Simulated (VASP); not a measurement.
Here is a VASP 6.6.1 calculation.

File INCAR:

```
ALGO = Normal ; EDIFF = 1E-7
ENCUT = 520 ; GGA = PE
ISIF = 2 ; ISMEAR = 0
LASPH = T ; LCHARG = T
LELF = T ; LREAL = F
LVHAR = T ; LWAVE = F
NBANDS = 36 ; NELM = 100
PREC = Accurate ; SIGMA = 0.1
```

Contents of KPOINTS:

```
k-points
0
Gamma
  6 6 1
```

The input POSCAR:

```
Al2BN3
1.0
    2.9677189417      0.0000000027      0.0000000000
   -1.4838594732      2.5701199935      0.0000000000
    0.0000000000      0.0000000000     14.4053098506
Al B N
4 2 6
Direct
    0.6666666667      0.3333333333      0.6649361141
    0.3333333333      0.6666666667      0.1648081405
    0.3333333333      0.6666666667      0.4858969892
    0.3333333333      0.6666666667      0.8438202065
    0.6666666667      0.3333333333      0.0129905625
    0.6666666667      0.3333333333      0.3340022440
    0.6666666667      0.3333333333      0.1184862840
    0.6666666667      0.3333333333      0.4395069256
    0.6666666667      0.3333333333      0.7956021959
    0.3333333333      0.6666666667      0.2971651424
    0.3333333333      0.6666666667      0.6165579175
    0.3333333333      0.6666666667      0.9762272777
```

Potentials or basis: VASP PAW PBE potentials, release 64 (Al, B, N).

Command:

```sh
$ cat potpaw_PBE.64/Al/POTCAR potpaw_PBE.64/B/POTCAR potpaw_PBE.64/N/POTCAR > POTCAR
$ mpirun -np 1 vasp_std > vasp.out
```

(1) What does it give for the pressure?

(2) What does it give for the largest force?

(3) What does it give for the band gap on the k mesh?

Results:

(1) -0.2 GPa.

(2) 0.033 eV/Å.

(3) 4.32 eV.

Caveat: the k points lie up to 0.44 Å⁻¹ apart; an odd mesh through Γ misses points on the zone boundary, where band edges can lie.
